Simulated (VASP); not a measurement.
# Al3B2Sb (Amm2) in VASP: relaxation of cell and atoms with PBE

Aim: the relaxation of cell and atoms of Al3B2Sb with PBE.

Everything below comes from runs of VASP 6.6.1. Logs are shortened: lines on timing, memory, paths and dates and some standing lists are left out, and cuts for length are marked.

### Step 1. The cell of the first run

The structure is orthorhombic, space group Amm2 (No. 38). The conventional cell has a = 3.555 Å, b = 3.555 Å, c = 13.602 Å, α = 90.00°, β = 90.00°, γ = 90.00°. Al (site symmetry mm2) has 4 Sb at 2.51 Å and 4 B at 2.70 to 2.74 Å and 4 Al at 3.05 to 3.08 Å within 3.3 Å. Within 3.3 Å of Al (site symmetry mm2) lie 4 Al at 2.54 to 3.05 Å and 6 B at 2.55 to 2.86 Å and 2 Sb at 3.08 Å. Within 3.3 Å of Al (site symmetry mm2) lie 4 Al at 2.54 to 3.08 Å and 6 B at 2.55 to 2.87 Å and 2 Sb at 3.05 Å. B (site symmetry mm2) has 8 Al at 2.55 to 2.86 Å and 2 Sb at 2.71 Å and 2 B at 3.22 Å within 3.4 Å. B (site symmetry mm2) has 8 Al at 2.55 to 2.87 Å and 2 Sb at 2.73 Å and 2 B at 3.22 Å within 3.4 Å. Within 3.3 Å of Sb (site symmetry mm2) lie 8 Al at 2.51 to 3.08 Å and 4 B at 2.71 to 2.73 Å.

### Step 2. Relaxation of cell and atoms, PBE

INCAR

```
SYSTEM = Al3B2Sb
PREC = Accurate ; ENCUT = 600
EDIFF = 1E-6 ; ISMEAR = 0
SIGMA = 0.2 ; LREAL = .False.
LASPH = .True. ; NELM = 100
ALGO = Normal ; ISIF = 3
LWAVE = .False. ; LCHARG = .False.
GGA = PE ; IBRION = 2
NSW = 36 ; EDIFFG = -0.08
```

KPOINTS

```
Automatic mesh
0
Gamma
  5 5 5
  0 0 0
```

POSCAR

```
Al3B2Sb
1.0
    3.5551951400      0.0000000000      0.0000000000
    0.0000000000      1.7773909900      6.8011836300
    0.0000000000     -1.7773909900      6.8011836300
Al B Sb
3 2 1
Direct
    0.0000000000      0.7514413600      0.7514413600
    0.0000000000      0.4335660000      0.4335660000
    0.5000000000      0.5666550400      0.5666550400
    0.0000000000      0.0986087100      0.0986087100
    0.5000000000      0.9009903700      0.9009903700
    0.5000000000      0.2487395300      0.2487395300
```

Potentials or basis: VASP PAW PBE potentials, release 64 (Al, B, Sb).

On the command line:

```sh
> cat potpaw_PBE.64/Al/POTCAR potpaw_PBE.64/B/POTCAR potpaw_PBE.64/Sb/POTCAR > POTCAR
> mpirun -np 1 vasp_std > vasp.out
```

OUTCAR:

```text
SYSTEM = Al3B2Sb
   PREC = Accurate
   ENCUT = 600
   EDIFF = 1E-6
   ISMEAR = 0
   LREAL = .False.
   LASPH = .True.
   NELM = 100
   ISIF = 3
   GGA = PE
   IBRION = 2
   NSW = 36
   EDIFFG = -0.08

 ion  position               nearest neighbor table
   1  0.000  0.751  0.751-   6 2.51   6 2.51   6 2.51   6 2.51   5 2.70   5 2.70   4 2.74   4 2.74
                             2 3.05   2 3.05   3 3.08   3 3.08
   2  0.000  0.434  0.434-   3 2.54   3 2.54   5 2.55   5 2.55   5 2.55   5 2.55   1 3.05   1 3.05
                             6 3.08   6 3.08
   3  0.500  0.567  0.567-   2 2.54   2 2.54   4 2.55   4 2.55   4 2.55   4 2.55   6 3.05   6 3.05
                             1 3.08   1 3.08
   4  0.000  0.099  0.099-   3 2.55   3 2.55   3 2.55   3 2.55   6 2.71   6 2.71   1 2.74   1 2.74

   5  0.500  0.901  0.901-   2 2.55   2 2.55   2 2.55   2 2.55   1 2.70   1 2.70   6 2.73   6 2.73

   6  0.500  0.249  0.249-   1 2.51   1 2.51   1 2.51   1 2.51   4 2.71   4 2.71   5 2.73   5 2.73
                             3 3.05   3 3.05   2 3.08   2 3.08

  LATTYP: Found a base centered orthorhombic cell.
 ALAT       =     3.5547819800
 B/A-ratio  =     3.8264983159
 C/A-ratio  =     1.0001162265

  Lattice vectors:

 A1 = (   0.0000000000,   1.7773909900,  -6.8011836300)
 A2 = (   0.0000000000,   1.7773909900,   6.8011836300)
 A3 = (   3.5551951400,   0.0000000000,   0.0000000000)

Analysis of symmetry for initial positions (statically):
=====================================================================
 Subroutine PRICEL returns:
 Original cell was already a primitive cell.

 Routine SETGRP: Setting up the symmetry group for a
 base centered orthorhombic supercell.

 Subroutine GETGRP returns: Found  4 space group operations
 (whereof  4 operations were pure point group operations)
 out of a pool of  8 trial point group operations.

The static configuration has the point symmetry C_2v.

Analysis of symmetry for dynamics (positions and initial velocities):
=====================================================================
 Subroutine PRICEL returns:
 Original cell was already a primitive cell.

 Routine SETGRP: Setting up the symmetry group for a
 base centered orthorhombic supercell.

 Subroutine GETGRP returns: Found  4 space group operations
 (whereof  4 operations were pure point group operations)
 out of a pool of  8 trial point group operations.

The dynamic configuration has the point symmetry C_2v.

 Subroutine INISYM returns: Found  4 space group operations
 (whereof  4 operations are pure point group operations),
 and found     1 'primitive' translations

----------------------------------------------------------------------------------------

                                     Primitive cell

  volume of cell :      85.9530

  direct lattice vectors                    reciprocal lattice vectors
     3.555195140  0.000000000  0.000000000     0.281278512  0.000000000  0.000000000
     0.000000000  1.777390990  6.801183630     0.000000000  0.281311204  0.073516615
     0.000000000 -1.777390990  6.801183630     0.000000000 -0.281311204  0.073516615

  length of vectors
     3.555195140  7.029595828  7.029595828     0.281278512  0.290758811  0.290758811

  position of ions in fractional coordinates (direct lattice)
     0.000000000  0.751441360  0.751441360
     0.000000000  0.433566000  0.433566000
     0.500000000  0.566655040  0.566655040
     0.000000000  0.098608710  0.098608710
     0.500000000  0.900990370  0.900990370
     0.500000000  0.248739530  0.248739530

  ion indices of the primitive-cell ions
   primitive index   ion index
                 1           1
                 2           2
                 3           3
                 4           4
                 5           5
                 6           6

----------------------------------------------------------------------------------------

 KPOINTS: Automatic mesh

Automatic generation of k-mesh.
 Grid dimensions read from file:
 generate k-points for:    5    5    5

 Generating k-lattice:

  Cartesian coordinates                     Fractional coordinates (reciprocal lattice)
     0.056255702  0.000000000  0.000000000     0.200000000  0.000000000  0.000000000
     0.000000000  0.056262241  0.014703323     0.000000000  0.200000000  0.000000000
     0.000000000 -0.056262241  0.014703323     0.000000000  0.000000000  0.200000000

  Length of vectors
     0.056255702  0.058151762  0.058151762

  Shift w.r.t. Gamma in fractional coordinates (k-lattice)
     0.000000000  0.000000000  0.000000000

 Subroutine IBZKPT returns following result:
 ===========================================

 Found     27 irreducible k-points:

 Following reciprocal coordinates:
            Coordinates               Weight
  0.000000  0.000000  0.000000      1.000000
  0.200000  0.000000  0.000000      2.000000
  0.400000  0.000000  0.000000      2.000000
  0.000000  0.200000  0.000000      4.000000
  0.200000  0.200000  0.000000      8.000000
  0.400000  0.200000  0.000000      8.000000
[... 16 lines left out ...]
  0.200000  0.400000  0.400000      4.000000
  0.400000  0.400000  0.400000      4.000000
 [... further k-points ...]
   k-points           NKPTS =     27   k-points in BZ     NKDIM =     27   number of bands    NBANDS=     14
   number of dos      NEDOS =    301   number of ions     NIONS =      6
   total plane-waves  NPLWV =  87808
   dimension x,y,z NGX =    28 NGY =   56 NGZ =   56
   dimension x,y,z NGXF=    56 NGYF=  112 NGZF=  112
   ions per type =               3   2   1
   NGX,Y,Z   is equivalent  to a cutoff of  13.09, 13.24, 13.24 a.u.
   NGXF,Y,Z  is equivalent  to a cutoff of  26.19, 26.49, 26.49 a.u.
 SYSTEM =  Al3B2Sb
   PREC   = accura    normal or accurate (medium, high low for compatibility)
   ISTART =      0    job   : 0-new  1-cont  2-samecut
   ICHARG =      2    charge: 1-file 2-atom 10-const
   ISPIN  =      1    spin polarized calculation?
   LNONCOLLINEAR =      F non collinear calculations
   LSORBIT =      F    spin-orbit coupling
   LASPH  =      T    aspherical Exc in radial PAW
   ENCUT  =  600.0 eV  44.10 Ry    6.64 a.u.   7.10 14.04 14.04*2*pi/ulx,y,z
   NELM   =    100;   NELMIN=  2; NELMDL= -5     # of ELM steps
   EDIFF  = 0.1E-05   stopping-criterion for ELM
   LREAL  =      F    real-space projection
   EDIFFG = -.8E-01   stopping-criterion for IOM
   NSW    =     36    number of steps for IOM
   IBRION =      2    ionic relax: 0-MD 1-quasi-New 2-CG
   NFREE  =      1    steps in history (QN), initial steepest desc. (CG)
   ISIF   =      3    stress and relaxation
   ISYM   =      2    0-nonsym 1-usesym 2-fastsym
   POTIM  = 0.5000    time-step for ionic-motion
   TEBEG  =    0.0;   TEEND  =   0.0 temperature during run
   PSTRESS=    0.0 pullay stress
   NELECT =      20.0000    total number of electrons
   NUPDOWN=      -1.0000    fix difference up-down
   EMIN   =  10.00;   EMAX   =-10.00  energy-range for DOS
   EFERMI =   0.00;   METHOD = LEGACY
   ISMEAR =     0;   SIGMA  =   0.20  broadening in eV -4-tet -1-fermi 0-gaus
   EFERMI_NEDOS =   21; number of points for ismear=-14 and -15
   IALGO  =     38    algorithm
   IMIX   =      4    mixing-type and parameters
     AMIX     =   0.40;   BMIX     =  1.00
     AMIX_MAG =   1.60;   BMIX_MAG =  1.00
  volume/ion in A,a.u.               =      14.33        96.67
  Fermi-wavevector in a.u.,A,eV,Ry     =   1.006927  1.902816 13.794966  1.013901
  Thomas-Fermi vector in A             =   2.139700
   LORBIT       =      0    0 simple, 1 ext, 2 COOP (PROOUT), +10 PAW based schemes
   GGA     = PE    functional components
   LHFCALC =     F    Hartree Fock is set to
   AEXX    =    0.0000 exact exchange contribution
   IVDW    =     0    specifies the selected vdW correction
   LEPSILON=     F    determine dielectric tensor
   LRPA    =     F    only Hartree local field effects (RPA)
 conjugate gradient relaxation of ions
 non-spin polarized calculation
 Gauss-broadening in eV      SIGMA  =   0.20
  energy-cutoff  :      600.00
  volume of cell :       85.95
 maximum number of plane-waves:      2884
   NGX = 15   NGY = 29   NGZ = 29

--------------------------------------- Ionic step        1  -------------------------------------------

 number of electron      20.0000000 magnetization

 Free energy of the ion-electron system (eV)
  ---------------------------------------------------
  ext. energy  EPLUGINS =         0.00000000
  ---------------------------------------------------
  free energy    TOTEN  =       -22.37685460 eV

  energy without entropy =      -22.31496526  energy(sigma->0) =      -22.34590993

------------------------ aborting loop because EDIFF is reached ----------------------------------------

  FORCE on cell =-STRESS in cart. coord.  units (eV):
  Direction    XX          YY          ZZ          XY          YZ          ZX
  --------------------------------------------------------------------------------------
  -------------------------------------------------------------------------------------
  Total        7.9378602      4.1911335      1.9579100      0.0000000      0.0000000      0.0000000
  in kB      147.9629956     78.1234047     36.4957583      0.0000000      0.0000000      0.0000000
  external PRESSURE =      87.5273862 kB  Pullay stress =       0.0000000 kB
[... 101 lines left out ...]
  FREE ENERGIE OF THE ION-ELECTRON SYSTEM (eV)
  ---------------------------------------------------
  free  energy   TOTEN  =       -22.7342188263 eV

  energy  without entropy=      -22.6825614267  energy(sigma->0) =      -22.70839013

[... ionic steps 4 to 31 ...]

--------------------------------------- Ionic step       32  -------------------------------------------

 number of electron      20.0000000 magnetization

------------------------ aborting loop because EDIFF is reached ----------------------------------------
[... 75 lines left out ...]
--------------------------------------- Ionic step       34  -------------------------------------------

 number of electron      20.0000000 magnetization

 Free energy of the ion-electron system (eV)
  ---------------------------------------------------
  ext. energy  EPLUGINS =         0.00000000
  ---------------------------------------------------
  free energy    TOTEN  =       -25.15419683 eV

  energy without entropy =      -25.12051846  energy(sigma->0) =      -25.13735764

 E-fermi :   7.3766     XC(G=0): -10.3437

 val. band max:        7.3439649882   @ k =   0.4000   0.4000   0.2000
 cond. band min:       7.4260681968   @ k =   0.2000   0.4000   0.2000
 fundamental gap:      0.0821032086
 Fermi energy:         7.3765644349

 k-point     1 :       0.0000    0.0000    0.0000
  band No.  band energies     occupation
      1      -5.3102      2.00000
      2      -1.5480      2.00000
      3       0.0613      2.00000
      4       1.6458      2.00000
      5       1.7231      2.00000
      6       4.7172      2.00000
      7       4.9642      2.00000
      8       5.8318      2.00000
      9       6.3680      2.00000
     10       6.9733      1.99565
     11       7.9109      0.00016
     12      10.1319      0.00000
     13      10.3240      0.00000
     14      10.6352      0.00000
[... 377 lines left out ...]
      1      -4.5741      2.00000
      2      -2.3346      2.00000
      3      -1.3888      2.00000
      4      -0.1095      2.00000
      5       4.5383      2.00000
      6       5.7624      2.00000
      7       6.4580      2.00000
      8       6.5475      2.00000
      9       7.5607      0.19286
     10       7.5658      0.18091
     11       8.4837      0.00000
     12       9.1834      0.00000
     13      10.1954      0.00000
     14      10.8629      0.00000

 [... further k-points ...]
[... 5 lines left out ...]
  --------------------------------------------------------------------------------------
  -------------------------------------------------------------------------------------
  Total       -0.0288956      0.1552602      0.1853472      0.0000000      0.0000000      0.0000000
  in kB       -0.4918307      2.6426753      3.1547835      0.0000000      0.0000000      0.0000000
  external PRESSURE =       1.7685427 kB  Pullay stress =       0.0000000 kB
[... 21 lines left out ...]
  FREE ENERGIE OF THE ION-ELECTRON SYSTEM (eV)
  ---------------------------------------------------
  free  energy   TOTEN  =       -25.1541968317 eV

  energy  without entropy=      -25.1205184552  energy(sigma->0) =      -25.13735764

 reached required accuracy - stopping structural energy minimisation
```

Wall time 14 min (1 thread of Intel Xeon 6975P-C (Granite Rapids), shared host); peak memory 0.36 GiB.

Results:

| Property | Result |
| --- | --- |
| Free energy | -25.1542 eV |
| Relaxed volume | 15.69 Å³/atom |
| Relaxed cell | a = 5.094 Å, b = 5.837 Å, c = 5.837 Å, α = 32.85°, β = 90.00°, γ = 90.00° |
| Space group after relaxing (to 0.05 Å) | Amm2 (No. 38) |
| Energy gained by relaxing | 462.9 meV/atom |
| Ionic steps | 34 |
| Pressure after relaxing | 0.2 GPa |
| Largest force after relaxing | 0.060 eV/Å |
| Band gap on the k mesh | zero (band 10 reaches 8.69 eV, above the bottom of band 11 at 6.38 eV) |

Forces on the atoms (eV/Å):
```
Al   0.000  0.000 -0.027
Al   0.000  0.000 -0.008
Al   0.000  0.000 -0.015
B    0.000  0.000 -0.003
B    0.000  0.000 -0.007
Sb   0.000  0.000  0.060
```

The path:
| step | energy change (eV) | largest force (eV/Å) | pressure (GPa) | volume (Å³) |
| --- | --- | --- | --- | --- |
| 1 | 0.0000 | 0.7918 | 8.75 | 85.95 |
| 2 | -0.3569 | 0.3715 | -2.16 | 96.01 |
| 3 | -0.3574 | 0.3754 | -1.85 | 95.63 |
| 4 | -0.4547 | 0.4843 | -1.96 | 94.66 |
| 5 | -0.5619 | 0.8850 | -0.92 | 92.01 |
| 6 | -0.6490 | 0.7862 | 0.28 | 90.29 |
| 7 | -0.7792 | 0.6534 | 6.06 | 85.08 |
| 8 | -0.8335 | 0.7054 | 5.97 | 85.39 |
| 9 | -0.9784 | 0.9026 | 6.21 | 86.25 |
| 10 | -0.8302 | 2.3927 | 9.45 | 87.73 |
| 11 | -1.0301 | 0.9998 | 6.50 | 86.68 |
| 12 | -1.0330 | 1.2773 | 7.02 | 87.02 |
| 13 | -1.1789 | 1.2740 | 3.68 | 90.63 |
| 14 | -1.2251 | 1.3312 | 0.62 | 95.51 |
| 15 | -1.3819 | 1.1357 | -1.62 | 96.81 |
| 16 | -1.5085 | 1.1188 | -5.34 | 99.56 |
| 17 | -1.6826 | 1.2049 | -4.13 | 96.87 |
| 18 | -1.9696 | 1.0663 | 2.02 | 88.96 |
| 19 | -2.1483 | 0.8779 | 2.85 | 88.42 |
| 20 | -2.3597 | 0.9048 | 7.30 | 86.98 |
| 21 | -2.5108 | 0.8972 | 4.56 | 89.92 |
| 22 | -2.5796 | 1.1003 | 1.96 | 93.47 |
| 23 | -2.5805 | 1.1321 | 1.64 | 94.00 |
| 24 | -2.6427 | 0.8027 | 0.21 | 94.89 |
| 25 | -2.6847 | 0.3777 | -1.93 | 96.49 |
| 26 | -2.7112 | 0.3407 | -0.69 | 95.04 |
| 27 | -2.7175 | 0.4594 | 0.32 | 93.98 |
| 28 | -2.7294 | 0.3679 | 0.27 | 93.82 |
| 29 | -2.7478 | 0.1594 | 0.22 | 93.34 |
| 30 | -2.7482 | 0.1407 | 0.23 | 93.25 |
| 31 | -2.7615 | 0.1187 | 0.12 | 93.51 |
| 32 | -2.7757 | 0.0808 | 0.03 | 94.04 |
| 33 | -2.7766 | 0.0593 | 0.28 | 94.19 |
| 34 | -2.7773 | 0.0599 | 0.18 | 94.13 |

Final structure:
```xyz
6
Lattice="5.0941 0.0000 0.0000 0.0000 1.6503 5.5986 0.0000 -1.6503 5.5986" Properties=species:S:1:pos:R:3 pbc="T T T"
Al    0.0000    0.0000    7.6573
Al    0.0000    0.0000    4.7020
Al    2.5470    0.0000    6.5145
B     0.0000    0.0000    0.5383
B     2.5470    0.0000   10.7315
Sb    2.5470    0.0000    3.4477
```

Levels at points of the mesh, in eV from the Fermi level:
```csv
k point,band 8,band 9,band 10,band 11,band 12,band 13
"(0.00, 0.00, 0.00)",-1.54,-1.01,-0.40,0.53,2.76,2.95
```

Caveat: the k points lie up to 0.40 Å⁻¹ apart in the final cell; spin-orbit coupling is left out, which moves the levels of the heavy elements; the relaxation stopped at a loose force limit of 0.08 eV/Å, so its end isn't a converged minimum.
